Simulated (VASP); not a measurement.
# Be3Cd2O3 (R-3m) in VASP: notebook

Runs on Be3Cd2O3. Level: PBE. Tasks: single point.

All numbers are computed with VASP 6.6.1; they aren't measurements. Logs are shortened: lines on timing, memory, paths and dates and some standing lists are left out, and cuts for length are marked.

### Step 1. The cell of the first run

The structure is trigonal, space group R-3m (No. 166). The conventional cell has a = 5.923 Å, b = 5.923 Å, c = 9.022 Å, α = 90.00°, β = 90.00°, γ = 120.00°. Within 3.0 Å of Be (site symmetry 2/m) lie 4 Cd at 2.28 to 2.96 Å and 4 O at 2.28 Å and 4 Be at 2.96 Å. Cd (site symmetry -3m) has 6 O at 2.28 Å and 6 Be at 2.96 Å within 3.0 Å. Within 3.0 Å of Cd (site symmetry -3m) lie 6 Be at 2.28 Å and 6 O at 2.96 Å. O (site symmetry 2/m) has 4 Cd at 2.28 to 2.96 Å and 4 Be at 2.28 Å and 4 O at 2.96 Å within 3.0 Å.

### Step 2. Single point, PBE

Input file INCAR:

```
PREC = Accurate ; ENCUT = 600
EDIFF = 1E-6 ; ISMEAR = 0
SIGMA = 0.2 ; LREAL = False
LASPH = True ; NELM = 120
ALGO = Normal ; ISIF = 2
LWAVE = False ; LCHARG = False
GGA = PE ; NBANDS = 34
GGA_COMPAT = False
```

Input file KPOINTS:

```
Automatic mesh
0
Gamma
  4 4 4
```

Input file POSCAR:

```
Be3Cd2O3
1.0
    2.9614603744      1.7097999429      3.0074218137
   -2.9614603744      1.7097999429      3.0074218137
    0.0000000000     -3.4195998902      3.0074218111
Be Cd O
3 2 3
Direct
    0.5000000000      0.5000000000      0.0000000000
    0.0000000000      0.5000000000      0.5000000000
    0.5000000000      0.0000000000      0.5000000000
    0.0000000000      0.0000000000      0.0000000000
    0.5000000000      0.5000000000      0.5000000000
    0.0000000000      0.0000000000      0.5000000000
    0.5000000000      0.0000000000      0.0000000000
    0.0000000000      0.5000000000      0.0000000000
```

Potentials or basis: VASP PAW PBE potentials, release 64 (Be, Cd, O).

Launch:

```console
cat potpaw_PBE.64/Be/POTCAR potpaw_PBE.64/Cd/POTCAR potpaw_PBE.64/O/POTCAR > POTCAR
mpirun -np 1 vasp_std > vasp.out
```

OUTCAR:

```text
PREC = Accurate
   ENCUT = 600
   EDIFF = 1E-6
   ISMEAR = 0
   LREAL = False
   LASPH = True
   NELM = 120
   ISIF = 2
   GGA = PE

 ion  position               nearest neighbor table
   1  0.500  0.500  0.000-   5 2.28   5 2.28   4 2.96   4 2.96
   2  0.000  0.500  0.500-   5 2.28   5 2.28   4 2.96   4 2.96
   3  0.500  0.000  0.500-   5 2.28   5 2.28   4 2.96   4 2.96
   4  0.000  0.000  0.000-   6 2.28   6 2.28   8 2.28   7 2.28   8 2.28   7 2.28   1 2.96   1 2.96
                             2 2.96   3 2.96   3 2.96   2 2.96   5 3.74   5 3.74   5 3.74   5 3.74
   5  0.500  0.500  0.500-   1 2.28   1 2.28   3 2.28   2 2.28   3 2.28   2 2.28   4 3.74   4 3.74
                             4 3.74   4 3.74   4 3.74   4 3.74
   6  0.000  0.000  0.500-   4 2.28   4 2.28
   7  0.500  0.000  0.000-   4 2.28   4 2.28
   8  0.000  0.500  0.000-   4 2.28   4 2.28

  LATTYP: Found a trigonal (rhomboedric) cell.
 ALAT       =     4.5539268065
 COS(alpha) =     0.1541959596

  Lattice vectors:

 A1 = (   2.9614603744,   1.7097999429,   3.0074218137)
 A2 = (  -2.9614603744,   1.7097999429,   3.0074218137)
 A3 = (   0.0000000000,  -3.4195998902,   3.0074218111)

Analysis of symmetry for initial positions (statically):
=====================================================================
 Subroutine PRICEL returns:
 Original cell was already a primitive cell.

 Routine SETGRP: Setting up the symmetry group for a
 trigonal (rhombohedral) supercell.

 Subroutine GETGRP returns: Found 12 space group operations
 (whereof 12 operations were pure point group operations)
 out of a pool of 12 trial point group operations.

The static configuration has the point symmetry D_3d.

Analysis of symmetry for dynamics (positions and initial velocities):
=====================================================================
 Subroutine PRICEL returns:
 Original cell was already a primitive cell.

 Routine SETGRP: Setting up the symmetry group for a
 trigonal (rhombohedral) supercell.

 Subroutine GETGRP returns: Found 12 space group operations
 (whereof 12 operations were pure point group operations)
 out of a pool of 12 trial point group operations.

The dynamic configuration has the point symmetry D_3d.

 Subroutine INISYM returns: Found 12 space group operations
 (whereof 12 operations are pure point group operations),
 and found     1 'primitive' translations

----------------------------------------------------------------------------------------

                                     Primitive cell

  volume of cell :      91.3686

  direct lattice vectors                    reciprocal lattice vectors
     2.961460374  1.709799943  3.007421814     0.168835621  0.097477291  0.110836908
    -2.961460374  1.709799943  3.007421814    -0.168835621  0.097477291  0.110836908
     0.000000000 -3.419599890  3.007421811     0.000000000 -0.194954582  0.110836907

  length of vectors
     4.553926807  4.553926807  4.553926806     0.224259022  0.224259022  0.224259022

  position of ions in fractional coordinates (direct lattice)
     0.500000000  0.500000000  1.000000000
     0.000000000  0.500000000  0.500000000
     0.500000000  0.000000000  0.500000000
     0.000000000  0.000000000  0.000000000
     0.500000000  0.500000000  0.500000000
     1.000000000  1.000000000  0.500000000
     0.500000000  0.000000000  1.000000000
     0.000000000  0.500000000  1.000000000

  ion indices of the primitive-cell ions
   primitive index   ion index
                 1           1
                 2           2
                 3           3
                 4           4
                 5           5
                 6           6
                 7           7
                 8           8

----------------------------------------------------------------------------------------

 KPOINTS: Automatic mesh

Automatic generation of k-mesh.
 Grid dimensions read from file:
 generate k-points for:    4    4    4

 Generating k-lattice:

  Cartesian coordinates                     Fractional coordinates (reciprocal lattice)
     0.042208905  0.024369323  0.027709227     0.250000000  0.000000000 -0.000000000
    -0.042208905  0.024369323  0.027709227     0.000000000  0.250000000 -0.000000000
     0.000000000 -0.048738645  0.027709227    -0.000000000 -0.000000000  0.250000000

  Length of vectors
     0.056064756  0.056064756  0.056064756

  Shift w.r.t. Gamma in fractional coordinates (k-lattice)
     0.000000000  0.000000000  0.000000000

 Subroutine IBZKPT returns following result:
 ===========================================

 Found     13 irreducible k-points:

 Following reciprocal coordinates:
            Coordinates               Weight
  0.000000  0.000000  0.000000      1.000000
  0.250000  0.000000 -0.000000      6.000000
  0.500000  0.000000 -0.000000      3.000000
  0.250000  0.250000 -0.000000      6.000000
  0.500000  0.250000 -0.000000     12.000000
 -0.250000  0.250000  0.000000      6.000000
  0.500000  0.500000 -0.000000      3.000000
  0.250000  0.250000  0.250000      2.000000
  0.500000  0.250000  0.250000      6.000000
 -0.250000  0.250000  0.250000      6.000000
  0.500000  0.500000  0.250000      6.000000
 -0.250000  0.500000  0.250000      6.000000
  0.500000  0.500000  0.500000      1.000000
   k-points           NKPTS =     13   k-points in BZ     NKDIM =     13   number of bands    NBANDS=     34
   number of dos      NEDOS =    301   number of ions     NIONS =      8
   total plane-waves  NPLWV =  46656
   dimension x,y,z NGX =    36 NGY =   36 NGZ =   36
   dimension x,y,z NGXF=    72 NGYF=   72 NGZF=   72
   ions per type =               3   2   3
   NGX,Y,Z   is equivalent  to a cutoff of  13.14, 13.14, 13.14 a.u.
   NGXF,Y,Z  is equivalent  to a cutoff of  26.28, 26.28, 26.28 a.u.
 SYSTEM =  unknown system
   PREC   = accura    normal or accurate (medium, high low for compatibility)
   ISTART =      0    job   : 0-new  1-cont  2-samecut
   ICHARG =      2    charge: 1-file 2-atom 10-const
   ISPIN  =      1    spin polarized calculation?
   LNONCOLLINEAR =      F non collinear calculations
   LSORBIT =      F    spin-orbit coupling
   LASPH  =      T    aspherical Exc in radial PAW
   ENCUT  =  600.0 eV  44.10 Ry    6.64 a.u.   9.10  9.10  9.10*2*pi/ulx,y,z
   NELM   =    120;   NELMIN=  2; NELMDL= -5     # of ELM steps
   EDIFF  = 0.1E-05   stopping-criterion for ELM
   LREAL  =      F    real-space projection
   EDIFFG = 0.1E-04   stopping-criterion for IOM
   NSW    =      0    number of steps for IOM
   IBRION =     -1    ionic relax: 0-MD 1-quasi-New 2-CG
   NFREE  =      0    steps in history (QN), initial steepest desc. (CG)
   ISIF   =      2    stress and relaxation
   ISYM   =      2    0-nonsym 1-usesym 2-fastsym
   POTIM  = 0.5000    time-step for ionic-motion
   TEBEG  =    0.0;   TEEND  =   0.0 temperature during run
   PSTRESS=    0.0 pullay stress
   NELECT =      48.0000    total number of electrons
   NUPDOWN=      -1.0000    fix difference up-down
   EMIN   =  10.00;   EMAX   =-10.00  energy-range for DOS
   EFERMI =   0.00;   METHOD = LEGACY
   ISMEAR =     0;   SIGMA  =   0.20  broadening in eV -4-tet -1-fermi 0-gaus
   EFERMI_NEDOS =   21; number of points for ismear=-14 and -15
   IALGO  =     38    algorithm
   IMIX   =      4    mixing-type and parameters
     AMIX     =   0.40;   BMIX     =  1.00
     AMIX_MAG =   1.60;   BMIX_MAG =  1.00
  volume/ion in A,a.u.               =      11.42        77.07
  Fermi-wavevector in a.u.,A,eV,Ry     =   1.320960  2.496252 23.741283  1.744935
  Thomas-Fermi vector in A             =   2.450748
   LORBIT       =      0    0 simple, 1 ext, 2 COOP (PROOUT), +10 PAW based schemes
   GGA     = PE    functional components
   LHFCALC =     F    Hartree Fock is set to
   AEXX    =    0.0000 exact exchange contribution
   IVDW    =     0    specifies the selected vdW correction
   LEPSILON=     F    determine dielectric tensor
   LRPA    =     F    only Hartree local field effects (RPA)
 non-spin polarized calculation
 Gauss-broadening in eV      SIGMA  =   0.20
  energy-cutoff  :      600.00
  volume of cell :       91.37
 maximum number of plane-waves:      3062
   NGX = 19   NGY = 19   NGZ = 19

 number of electron      48.0000004 magnetization

 Free energy of the ion-electron system (eV)
  ---------------------------------------------------
  ext. energy  EPLUGINS =         0.00000000
  ---------------------------------------------------
  free energy    TOTEN  =       -28.71423664 eV

  energy without entropy =      -28.68008092  energy(sigma->0) =      -28.69715878

 E-fermi :   3.9667     XC(G=0): -11.0004

 val. band max:        3.9614940060   @ k =   0.5000   0.0000  -0.0000
 cond. band min:       3.9877490901   @ k =  -0.2500   0.2500   0.2500
 fundamental gap:      0.0262550841
 Fermi energy:         3.9667486586

 k-point     1 :       0.0000    0.0000    0.0000
  band No.  band energies     occupation
      1     -14.4998      2.00000
      2     -13.6743      2.00000
      3     -13.6743      2.00000
      4      -6.1676      2.00000
      5      -6.1676      2.00000
      6      -5.7276      2.00000
[... 26 lines left out ...]
     33      11.5661      0.00000
     34      12.2132      0.00000

 k-point     2 :       0.2500    0.0000   -0.0000
  band No.  band energies     occupation
      1     -14.3788      2.00000
      2     -13.7316      2.00000
      3     -13.6716      2.00000
      4      -6.2020      2.00000
      5      -6.1760      2.00000
      6      -5.7841      2.00000
[... 26 lines left out ...]
     33      11.3647      0.00000
     34      11.5085      0.00000

 k-point     3 :       0.5000    0.0000   -0.0000
  band No.  band energies     occupation
      1     -14.2148      2.00000
      2     -13.8308      2.00000
      3     -13.6688      2.00000
      4      -6.2362      2.00000
      5      -6.1857      2.00000
      6      -5.8375      2.00000
[... 26 lines left out ...]
     33      11.3393      0.00000
     34      11.4069      0.00000

 k-point     4 :       0.2500    0.2500   -0.0000
  band No.  band energies     occupation
      1     -14.3032      2.00000
      2     -13.7322      2.00000
      3     -13.6753      2.00000
      4      -6.2177      2.00000
      5      -6.1893      2.00000
      6      -5.7846      2.00000
[... 26 lines left out ...]
     33      11.4627      0.00000
     34      11.6420      0.00000

 k-point     5 :       0.5000    0.2500   -0.0000
  band No.  band energies     occupation
      1     -14.1222      2.00000
      2     -13.8413      2.00000
      3     -13.6780      2.00000
      4      -6.2459      2.00000
      5      -6.2026      2.00000
      6      -5.8379      2.00000
[... 214 lines left out ...]
 k-point    11 :       0.5000    0.5000    0.2500
  band No.  band energies     occupation
      1     -14.0348      2.00000
      2     -13.7798      2.00000
      3     -13.6768      2.00000
      4      -6.2352      2.00000
      5      -6.2079      2.00000
      6      -5.7990      2.00000
[... 26 lines left out ...]
     33      10.8848      0.00000
     34      11.0083      0.00000

 k-point    12 :      -0.2500    0.5000    0.2500
  band No.  band energies     occupation
      1     -13.9594      2.00000
      2     -13.9295      2.00000
      3     -13.6800      2.00000
      4      -6.2438      2.00000
      5      -6.2140      2.00000
      6      -5.8243      2.00000
[... 26 lines left out ...]
     33      11.0214      0.00000
     34      11.4587      0.00000

 k-point    13 :       0.5000    0.5000    0.5000
  band No.  band energies     occupation
      1     -14.0579      2.00000
      2     -13.6777      2.00000
      3     -13.6777      2.00000
      4      -6.2036      2.00000
      5      -6.2036      2.00000
      6      -5.7431      2.00000
[... 26 lines left out ...]
     33      11.0385      0.00000
     34      11.7922      0.00000

------------------------ aborting loop because EDIFF is reached ----------------------------------------

  FORCE on cell =-STRESS in cart. coord.  units (eV):
  Direction    XX          YY          ZZ          XY          YZ          ZX
  --------------------------------------------------------------------------------------
  -------------------------------------------------------------------------------------
  Total        0.2166951      0.2166951      0.4399510      0.0000000     -0.0000000     -0.0000000
  in kB        3.7998192      3.7998192      7.7146825      0.0000000     -0.0000000     -0.0000000
  external PRESSURE =       5.1047736 kB  Pullay stress =       0.0000000 kB

 VOLUME and BASIS-vectors are now :
 -----------------------------------------------------------------------------
  energy-cutoff  :      600.00
  volume of cell :       91.37
      direct lattice vectors                 reciprocal lattice vectors
     2.961460374  1.709799943  3.007421814     0.168835621  0.097477291  0.110836908
    -2.961460374  1.709799943  3.007421814    -0.168835621  0.097477291  0.110836908
     0.000000000 -3.419599890  3.007421811     0.000000000 -0.194954582  0.110836907

 POSITION                                       TOTAL-FORCE (eV/Angst)
 -----------------------------------------------------------------------------------
      0.00000      1.70980      3.00742         0.000000     -0.000000      0.000000
     -1.48073     -0.85490      3.00742        -0.000000      0.000000      0.000000
      1.48073     -0.85490      3.00742        -0.000000     -0.000000      0.000000
      0.00000      0.00000      0.00000        -0.000000      0.000000      0.000000
      0.00000     -0.00000      4.51113        -0.000000     -0.000000     -0.000000
      0.00000     -1.70980      1.50371         0.000000      0.000000      0.000000
      1.48073      0.85490      1.50371        -0.000000     -0.000000     -0.000000
     -1.48073      0.85490      1.50371         0.000000      0.000000      0.000000
 -----------------------------------------------------------------------------------
    total drift:                               -0.000000      0.000000      0.000000

  FREE ENERGIE OF THE ION-ELECTRON SYSTEM (eV)
  ---------------------------------------------------
  free  energy   TOTEN  =       -28.7142366387 eV

  energy  without entropy=      -28.6800809189  energy(sigma->0) =      -28.69715878
```

Wall time 17 s (1 thread of Intel Xeon 6975P-C (Granite Rapids), shared host); peak memory 0.22 GiB.

What came out:

| Item | Value |
| --- | --- |
| Free energy | -28.7142 eV |
| Pressure | 0.5 GPa |
| Band gap on the k mesh | zero (band 24 reaches 4.95 eV, above the bottom of band 25 at 3.96 eV) |

### Step 3. Single point, PBE

This run uses another cell than the first one, of 11.38 Å³/atom, 0.997 times its volume.

INCAR is that of step 2.

KPOINTS is that of step 2.

Input file POSCAR:

```
Be3Cd2O3
1.0
    2.9447252923      1.7001379402      3.0312387498
   -2.9447252923      1.7001379402      3.0312387498
    0.0000000000     -3.4002758804      3.0312387498
Be Cd O
3 2 3
Direct
    0.0000000000      0.0000000000      0.5000000000
    0.5000000000      0.0000000000      0.0000000000
    0.0000000000      0.5000000000      0.0000000000
    0.5000000000      0.5000000000      0.5000000000
    0.0000000000      0.0000000000      0.0000000000
    0.5000000000      0.5000000000      0.0000000000
    0.0000000000      0.5000000000      0.5000000000
    0.5000000000      0.0000000000      0.5000000000
```

Potentials or basis: VASP PAW PBE potentials, release 64 (Be, Cd, O).

Launch:

```console
cat potpaw_PBE.64/Be/POTCAR potpaw_PBE.64/Cd/POTCAR potpaw_PBE.64/O/POTCAR > POTCAR
mpirun -np 1 vasp_std > vasp.out
```

It took 16 s on 1 thread of Intel Xeon 6975P-C (Granite Rapids), shared host; peak memory 0.22 GiB.

It converged, with:

| Property | Result |
| --- | --- |
| Free energy | -28.7123 eV |
| Pressure | 0.6 GPa |
| Band gap on the k mesh | zero (band 24 reaches 4.92 eV, above the bottom of band 25 at 4.00 eV) |

Stress tensor (GPa, compression positive):
```
0.80 0.00 0.00
0.00 0.80 0.00
0.00 0.00 0.20
```

Levels at points of the mesh, in eV from the Fermi level:
| k point | band 20 | band 21 | band 22 | band 23 | band 24 | band 25 | band 26 | band 27 | band 28 | band 29 |
| --- | --- | --- | --- | --- | --- | --- | --- | --- | --- | --- |
| (0.00, 0.00, 0.00) | -3.73 | -2.97 | -2.10 | -2.10 | -0.62 | 2.14 | 2.34 | 2.34 | 2.62 | 2.62 |
| (0.50, 0.00, 0.00) | -3.50 | -3.40 | -2.13 | -1.62 | -1.37 | 0.01 | 1.83 | 4.00 | 4.30 | 4.80 |
| (0.50, 0.50, 0.00) | -3.34 | -2.33 | -1.81 | -0.77 | -0.64 | 0.59 | 0.89 | 3.25 | 4.34 | 5.33 |
| (0.50, 0.50, 0.50) | -2.39 | -2.32 | -0.73 | -0.73 | 0.93 | 1.85 | 1.85 | 2.78 | 2.78 | 3.02 |
